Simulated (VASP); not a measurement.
Runs of VASP 6.6.1 on CsZn2. The structure is that of space group P6/mmm (No. 191), or close to it. The cells are those of the table. 

| task | cell | k mesh | cutoff (eV) | gap on the mesh (eV) | pressure (GPa) | relaxed volume (Å³/atom) |
| --- | --- | --- | --- | --- | --- | --- |
| relaxation of cell and atoms | relaxed from a = 4.523, b = 4.523, c = 5.829 Å, angles 90.0, 90.0, 120.0°, 3 atoms | 12 × 12 × 8 | 600 | none | 0.0 | 35.54 |
| single point | a = 4.572, b = 4.572, c = 5.860 Å, angles 90.0, 90.0, 120.0°, 3 atoms | 12 × 12 × 8 | 520 | none | (a) | - |
| single point | a = 4.523, b = 4.523, c = 5.829 Å, angles 90.0, 90.0, 120.0°, 3 atoms | 6 × 6 × 6 | 520 | none | (b) | - |
| relaxation of cell and atoms | relaxed from a = 5.132, b = 5.132, c = 3.263 Å, angles 90.0, 90.0, 120.0°, 3 atoms | 6 × 6 × 6 | 600 | none | 0.0 | 35.00 |
| single point | a = 5.132, b = 5.132, c = 3.263 Å, angles 90.0, 90.0, 120.0°, 3 atoms | 6 × 6 × 6 | 520 | none | 6.6 | - |

Alike in all rows: level PBE; potentials or basis VASP PAW PBE potentials, release 64 (Cs_sv, Zn); no spin polarisation; smearing gaussian 0.1 eV.

Task: Fill in the values left out.

Result: (a) 0.1; (b) 0.3.

Caveats: spin-orbit coupling is left out, which moves the levels of the heavy elements; the volume moved by over 15 % at a fixed basis, so the end points are rough (some runs).

A k mesh can miss the band edges, and the runs leave out spin-orbit coupling on Cs.

A gap of «none» marks levels without a gap at the run's occupations.
